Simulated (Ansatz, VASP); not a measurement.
## One calculation of Ga3I2, two programs

```
CELL_PARAMETERS angstrom
4.45181 0.00000 0.00000
-2.22591 3.85538 0.00000
0.00000 0.00000 10.10201
ATOMIC_POSITIONS crystal
Ga 0.00000 0.00000 0.00000
Ga 0.33333 0.66667 0.47824
Ga 0.66667 0.33333 0.52176
I 0.33333 0.66667 0.20114
I 0.66667 0.33333 0.79886
```

Alike in both runs: functional PBE; k mesh 12 × 12 × 4; occupations gaussian, width 0.1 eV; no spin polarisation.

Ansatz relaxed the structure, and its values are those at the end. VASP's run is a single point on that final structure, the one shown.

```csv
,VASP,Ansatz
version,VASP 6.6.1,Ansatz 0.2.0
potentials or method,"VASP PAW PBE potentials, release 64 (Ga_d, I), cutoff 520 eV","scalar-relativistic, plane waves, PAW"
valence electrons in the cell,53,73
```

Ansatz gave:

- gap on the k mesh at the Fermi level (eV): none
- pressure (GPa): 0.0
- rms of the force components (eV/Å): 0.004

Q: Estimate VASP's values.

A: gap on the k mesh at the Fermi level (eV): none; pressure (GPa): 0.0; rms of the force components (eV/Å): 0.003.

A gap of «none» marks a metal or a gap that the smearing closes. With one functional, cell and mesh, what is left measures potentials, basis and numerics. VASP's potentials hold 53 valence electrons a cell and Ansatz's 73, so a difference there can come from the potentials and not from the codes.

Spin-orbit coupling is off throughout.
